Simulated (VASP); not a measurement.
# BeB2 (P6/mmm) in VASP: a series of runs

Runs on BeB2. Level: LDA. Tasks: single point.

Everything below comes from runs of VASP 6.6.1. Logs are shortened: lines on timing, memory, paths and dates and some standing lists are left out, and cuts for length are marked.

**1. The cell of the first run**

It takes space group P6/mmm (No. 191, hexagonal). The conventional cell has a = 2.939 Å, b = 2.939 Å, c = 2.887 Å, α = 90.00°, β = 90.00°, γ = 120.00°. Within 2.9 Å of Be (site symmetry 6/mmm) lie 12 B at 2.23 Å and 2 Be at 2.89 Å. Within 2.3 Å of B (site symmetry -6m2) lie 3 B at 1.70 Å and 6 Be at 2.23 Å.

**2. Single point, LDA**

INCAR reads:

```
SYSTEM = BeB2
PREC     = Accurate       ! precision mode
ENCUT    = 600            ! plane-wave cutoff, eV
EDIFF    = 1E-6           ! SCF threshold, eV
ISMEAR   = -1             ! smearing method
SIGMA    = 0.05           ! smearing width, eV
LREAL    = .False.        ! projectors in reciprocal space
LASPH    = .True.         ! aspherical terms in the spheres
NELM     = 120            ! most SCF steps
ALGO     = Normal         ! electronic algorithm
ISIF     = 2              ! what is computed and relaxed
LWAVE    = .False.        ! write WAVECAR
LCHARG   = .True.         ! write CHGCAR
LELF     = .True.         ! ELF
LVHAR    = .True.       
NBANDS   = 11             ! bands
GGA_COMPAT= .False.
```

KPOINTS reads:

```
regular mesh
0
Gamma
  11 11 10
  0 0 0
```

POSCAR reads:

```
BeB2
1.0
    2.9394232609      0.0000000000      0.0000000000
   -1.4697116304      2.5456152513      0.0000000000
    0.0000000000      0.0000000000      2.8868943227
Be B
1 2
Direct
    0.0000000000      0.0000000000      0.0000000000
    0.3333333333      0.6666666667      0.5000000000
    0.6666666667      0.3333333333      0.5000000000
```

Potentials or basis: VASP PAW LDA potentials, release 64 (Be, B).

Launch:

```
cat potpaw_LDA.64/Be/POTCAR potpaw_LDA.64/B/POTCAR > POTCAR
mpirun -np 1 vasp_std > vasp.out
```

OUTCAR:

```text
SYSTEM = BeB2
   PREC = Accurate
   ENCUT = 600
   EDIFF = 1E-6
   ISMEAR = -1
   LREAL = .False.
   LASPH = .True.
   NELM = 120
   ISIF = 2

 ion  position               nearest neighbor table
   1  0.000  0.000  0.000-   2 2.23   3 2.23   2 2.23   3 2.23   3 2.23   3 2.23   2 2.23   2 2.23
                             3 2.23   3 2.23   2 2.23   2 2.23
   2  0.333  0.667  0.500-   3 1.70   3 1.70   3 1.70   1 2.23   1 2.23   1 2.23   1 2.23   1 2.23
                             1 2.23
   3  0.667  0.333  0.500-   2 1.70   2 1.70   2 1.70   1 2.23   1 2.23   1 2.23   1 2.23   1 2.23
                             1 2.23

  LATTYP: Found a hexagonal cell.
 ALAT       =     2.9394232609
 C/A-ratio  =     0.9821295086

  Lattice vectors:

 A1 = (   2.9394232609,   0.0000000000,   0.0000000000)
 A2 = (  -1.4697116304,   2.5456152513,   0.0000000000)
 A3 = (   0.0000000000,   0.0000000000,   2.8868943227)

Analysis of symmetry for initial positions (statically):
=====================================================================
 Subroutine PRICEL returns:
 Original cell was already a primitive cell.

 Routine SETGRP: Setting up the symmetry group for a
 hexagonal supercell.

 Subroutine GETGRP returns: Found 24 space group operations
 (whereof 24 operations were pure point group operations)
 out of a pool of 24 trial point group operations.

The static configuration has the point symmetry D_6h.

Analysis of symmetry for dynamics (positions and initial velocities):
=====================================================================
 Subroutine PRICEL returns:
 Original cell was already a primitive cell.

 Routine SETGRP: Setting up the symmetry group for a
 hexagonal supercell.

 Subroutine GETGRP returns: Found 24 space group operations
 (whereof 24 operations were pure point group operations)
 out of a pool of 24 trial point group operations.

The dynamic configuration has the point symmetry D_6h.

 Subroutine INISYM returns: Found 24 space group operations
 (whereof 24 operations are pure point group operations),
 and found     1 'primitive' translations

----------------------------------------------------------------------------------------

                                     Primitive cell

  volume of cell :      21.6016

  direct lattice vectors                    reciprocal lattice vectors
     2.939423261  0.000000000  0.000000000     0.340202792  0.196416171  0.000000000
    -1.469711630  2.545615251  0.000000000     0.000000000  0.392832342  0.000000000
     0.000000000  0.000000000  2.886894323     0.000000000  0.000000000  0.346393005

  length of vectors
[... 91 lines left out ...]
   ISYM   =      2    0-nonsym 1-usesym 2-fastsym
   POTIM  = 0.5000    time-step for ionic-motion
   TEBEG  =    0.0;   TEEND  =   0.0 temperature during run
   PSTRESS=    0.0 pullay stress
   NELECT =       8.0000    total number of electrons
   NUPDOWN=      -1.0000    fix difference up-down
   EMIN   =  10.00;   EMAX   =-10.00  energy-range for DOS
   EFERMI =   0.00;   METHOD = LEGACY
   ISMEAR =    -1;   SIGMA  =   0.05  broadening in eV -4-tet -1-fermi 0-gaus
   EFERMI_NEDOS =   21; number of points for ismear=-14 and -15
   IALGO  =     38    algorithm
   IMIX   =      4    mixing-type and parameters
     AMIX     =   0.40;   BMIX     =  1.00
     AMIX_MAG =   1.60;   BMIX_MAG =  1.00
  volume/ion in A,a.u.               =       7.20        48.59
  Fermi-wavevector in a.u.,A,eV,Ry     =   1.175645  2.221647 18.805175  1.382141
  Thomas-Fermi vector in A             =   2.312022
   LORBIT       =      0    0 simple, 1 ext, 2 COOP (PROOUT), +10 PAW based schemes
   GGA     = CA    functional components
   LHFCALC =     F    Hartree Fock is set to
   AEXX    =    0.0000 exact exchange contribution
   IVDW    =     0    specifies the selected vdW correction
   LEPSILON=     F    determine dielectric tensor
   LRPA    =     F    only Hartree local field effects (RPA)
 non-spin polarized calculation
  energy-cutoff  :      600.00
  volume of cell :       21.60
 maximum number of plane-waves:       736
 NGX is ok and might be reduce to    24
   NGX = 11   NGY = 11   NGZ = 11

 number of electron       8.0000000 magnetization

 Free energy of the ion-electron system (eV)
  ---------------------------------------------------
  ext. energy  EPLUGINS =         0.00000000
  ---------------------------------------------------
  free energy    TOTEN  =       -18.75347215 eV

  energy without entropy =      -18.74822988  energy(sigma->0) =      -18.75085102

 E-fermi :   6.8610     XC(G=0): -11.5699

 val. band max:        6.8183992773   @ k =   0.0000   0.0000   0.1000
 cond. band min:       6.8849365925   @ k =   0.2727   0.0909   0.0000
 fundamental gap:      0.0665373153
 Fermi energy:         6.8610078589

 k-point     1 :       0.0000    0.0000    0.0000
  band No.  band energies     occupation
      1      -7.3626      2.00000
      2       4.6099      2.00000
      3       6.7495      1.80580
      4       6.7495      1.80580
      5      10.5096      0.00000
      6      10.5096      0.00000
      7      12.3561      0.00000
      8      16.3261      0.00000
      9      19.0037      0.00000
     10      19.5213      0.00000
     11      21.7402      0.00000
[... 309 lines left out ...]
 k-point    24 :       0.1818    0.0909    0.1000
  band No.  band energies     occupation
      1      -6.2239      2.00000
      2       2.8358      2.00000
      3       3.9502      2.00000
      4       5.0114      2.00000
      5      11.8774      0.00000
      6      13.9850      0.00000
      7      14.4531      0.00000
      8      14.8923      0.00000
      9      17.8704      0.00000
     10      18.4837      0.00000
     11      21.5548      0.00000

 [... further k-points ...]
[... 5 lines left out ...]
  --------------------------------------------------------------------------------------
  -------------------------------------------------------------------------------------
  Total       -1.3060538     -1.3060539     -1.0468982     -0.0000000      0.0000000      0.0000000
  in kB      -96.8692385    -96.8692412    -77.6478178     -0.0000000      0.0000000      0.0000000
  external PRESSURE =     -90.4620992 kB  Pullay stress =       0.0000000 kB

 VOLUME and BASIS-vectors are now :
 -----------------------------------------------------------------------------
  energy-cutoff  :      600.00
  volume of cell :       21.60
      direct lattice vectors                 reciprocal lattice vectors
     2.939423261  0.000000000  0.000000000     0.340202792  0.196416171  0.000000000
    -1.469711630  2.545615251  0.000000000     0.000000000  0.392832342  0.000000000
     0.000000000  0.000000000  2.886894323     0.000000000  0.000000000  0.346393005

 POSITION                                       TOTAL-FORCE (eV/Angst)
 -----------------------------------------------------------------------------------
      0.00000      0.00000      0.00000         0.000000      0.000000      0.000000
     -0.00000      1.69708      1.44345         0.000000     -0.000000      0.000000
      1.46971      0.84854      1.44345        -0.000000      0.000000      0.000000
 -----------------------------------------------------------------------------------
    total drift:                                0.000000     -0.000000      0.000000

  FREE ENERGIE OF THE ION-ELECTRON SYSTEM (eV)
  ---------------------------------------------------
  free  energy   TOTEN  =       -18.7534721499 eV

  energy  without entropy=      -18.7482298847  energy(sigma->0) =      -18.75085102
```

stdout:

```text
POSCAR found type information on POSCAR BeB
 POSCAR found :  2 types and       3 ions
 scaLAPACK will be used
 LDA part: xc-table for (Slater(with rela. corr.)+CA(PZ))
 , standard interpolation
 POSCAR, INCAR and KPOINTS ok, starting setup
 FFT: planning ... GRIDC
 FFT: planning ... GRID_SOFT
 FFT: planning ... GRID
 WAVECAR not read
 entering main loop
```

Run time: 25 s. Hardware: 1 thread of Intel Xeon 8259CL, shared host; peak memory 0.14 GiB.

Results:

```
Free energy            : -18.7535 eV
Pressure               : -9.0 GPa
Band gap on the k mesh : zero (band 4 reaches 10.35 eV, above the bottom of band 5 at 3.77 eV)
```

Stress tensor (GPa, compression positive):
```
-9.69  0.00  0.00
 0.00 -9.69  0.00
 0.00  0.00 -7.76
```

**3. Single point, LDA**

This run uses another cell than the first one, of 7.41 Å³/atom, 1.030 times its volume.

INCAR reads:

```
SYSTEM = BeB2
  PREC = Accurate
  ENCUT = 600
  EDIFF = 1E-6
  ISMEAR = -1
  SIGMA = 0.05
  LREAL = .False.
  LASPH = .True.
  NELM = 120
  ALGO = Normal
  ISIF = 2
  LWAVE = .False.
  LCHARG = .False.
  GGA = CA
  NBANDS = 11
  GGA_COMPAT = .False.
```

KPOINTS is that of step 2.

POSCAR reads:

```
BeB2
1.0
    2.9682429738      0.0000000000      0.0000000000
   -1.4841214869      2.5705738551      0.0000000000
    0.0000000000      0.0000000000      2.9151990132
Be B
1 2
Direct
    0.0000000000      0.0000000000      0.0000000000
    0.3333333333      0.6666666667      0.5000000000
    0.6666666667      0.3333333333      0.5000000000
```

Potentials or basis: VASP PAW LDA potentials, release 64 (Be, B).

Launch:

```
cat potpaw_LDA.64/Be/POTCAR potpaw_LDA.64/B/POTCAR > POTCAR
mpirun -np 1 vasp_std > vasp.out
```

OUTCAR:

```text
SYSTEM = BeB2
   PREC = Accurate
   ENCUT = 600
   EDIFF = 1E-6
   ISMEAR = -1
   LREAL = .False.
   LASPH = .True.
   NELM = 120
   ISIF = 2
   GGA = CA

 ion  position               nearest neighbor table
   1  0.000  0.000  0.000-   2 2.25   3 2.25   2 2.25   3 2.25   3 2.25   3 2.25   2 2.25   2 2.25
                             3 2.25   3 2.25   2 2.25   2 2.25
   2  0.333  0.667  0.500-   3 1.71   3 1.71   3 1.71   1 2.25   1 2.25   1 2.25   1 2.25   1 2.25
                             1 2.25
   3  0.667  0.333  0.500-   2 1.71   2 1.71   2 1.71   1 2.25   1 2.25   1 2.25   1 2.25   1 2.25
                             1 2.25

  LATTYP: Found a hexagonal cell.
[... 534 lines left out ...]
  --------------------------------------------------------------------------------------
  -------------------------------------------------------------------------------------
  Total       -2.2111931     -2.2111932     -1.4600628      0.0000000      0.0000000      0.0000000
  in kB     -159.2720282   -159.2720325   -105.1681858      0.0000000      0.0000000      0.0000000
  external PRESSURE =    -141.2374155 kB  Pullay stress =       0.0000000 kB

 VOLUME and BASIS-vectors are now :
 -----------------------------------------------------------------------------
  energy-cutoff  :      600.00
  volume of cell :       22.24
      direct lattice vectors                 reciprocal lattice vectors
     2.968242974  0.000000000  0.000000000     0.336899644  0.194509097  0.000000000
    -1.484121487  2.570573855  0.000000000     0.000000000  0.389018195  0.000000000
     0.000000000  0.000000000  2.915199013     0.000000000  0.000000000  0.343029754

 POSITION                                       TOTAL-FORCE (eV/Angst)
 -----------------------------------------------------------------------------------
      0.00000      0.00000      0.00000        -0.000000      0.000000      0.000000
     -0.00000      1.71372      1.45760         0.000000      0.000000      0.000000
      1.48412      0.85686      1.45760        -0.000000     -0.000000      0.000000
 -----------------------------------------------------------------------------------
    total drift:                                0.000000     -0.000000      0.000000

  FREE ENERGIE OF THE ION-ELECTRON SYSTEM (eV)
  ---------------------------------------------------
  free  energy   TOTEN  =       -18.7071637241 eV

  energy  without entropy=      -18.7017572451  energy(sigma->0) =      -18.70446048
```

Run time: 25 s. Hardware: 1 thread of Intel Xeon 8259CL, shared host; peak memory 0.14 GiB.

Results:

- Free energy: -18.7072 eV
- Pressure: -14.1 GPa
- Band gap on the k mesh: zero (band 4 reaches 10.03 eV, above the bottom of band 5 at 3.61 eV)

Stress tensor (GPa, compression positive):
```
-15.93   0.00   0.00
  0.00 -15.93   0.00
  0.00   0.00 -10.52
```

**4. Single point, LDA**

This run uses another cell than the first one, of 7.63 Å³/atom, 1.059 times its volume.

INCAR reads:

```
SYSTEM = BeB2
  ALGO = Normal
  EDIFF = 1E-6
  ENCUT = 600
  GGA_COMPAT = .False.
  ISIF = 2
  ISMEAR = -1
  LASPH = .True.
  LCHARG = .False.
  LREAL = .False.
  LWAVE = .False.
  NBANDS = 11
  NELM = 120
  PREC = Accurate
  SIGMA = 0.05
```

KPOINTS reads:

```
k-points
0
Gamma
  11 11 10
  0 0 0
```

POSCAR reads:

```
BeB2
1.0
    2.9965136560      0.0000000000      0.0000000000
   -1.4982568280      2.5950569844      0.0000000000
    0.0000000000      0.0000000000      2.9429644844
Be B
1 2
Direct
    0.0000000000      0.0000000000      0.0000000000
    0.3333333333      0.6666666667      0.5000000000
    0.6666666667      0.3333333333      0.5000000000
```

Launch:

```
cat potpaw_LDA.64/Be/POTCAR potpaw_LDA.64/B/POTCAR > POTCAR
mpirun -np 1 vasp_std > vasp.out
```

Wall time 25 s (1 thread of Intel Xeon 8259CL, shared host); peak memory 0.14 GiB.

It converged, with:

| Item | Value |
| --- | --- |
| Free energy | -18.6418 eV |
| Pressure | -18.6 GPa |
| Band gap on the k mesh | zero (band 4 reaches 9.72 eV, above the bottom of band 5 at 3.46 eV) |

Stress tensor (GPa, compression positive):
```
-21.40   0.00   0.00
  0.00 -21.40   0.00
  0.00   0.00 -12.86
```

Levels at points of the mesh, in eV from the Fermi level:
| k point | band 2 | band 3 | band 4 | band 5 | band 6 | band 7 |
| --- | --- | --- | --- | --- | --- | --- |
| (0.00, 0.00, 0.00) | -2.14 | -0.13 | -0.13 | 3.53 | 3.53 | 5.20 |
| (0.00, 0.00, 0.50) | -8.54 | 0.63 | 0.63 | 7.07 | 7.07 | 7.93 |

**5. Summary**

| cell | gap on the mesh (eV) | pressure (GPa) |
| --- | --- | --- |
| a = 2.939, b = 2.939, c = 2.887 Å, angles 90.0, 90.0, 120.0°, 3 atoms | none | -9.0 |
| a = 2.968, b = 2.968, c = 2.915 Å, angles 90.0, 90.0, 120.0°, 3 atoms | none | -14.1 |
| a = 2.997, b = 2.997, c = 2.943 Å, angles 90.0, 90.0, 120.0°, 3 atoms | none | -18.6 |

Alike in all rows: task single point; level LDA; potentials or basis VASP PAW LDA potentials, release 64 (Be, B); no spin polarisation; k mesh 11 × 11 × 10; cutoff (eV) 600; smearing fermi-dirac 0.05 eV.

Absolute energies hang on the potentials; compare differences alone.
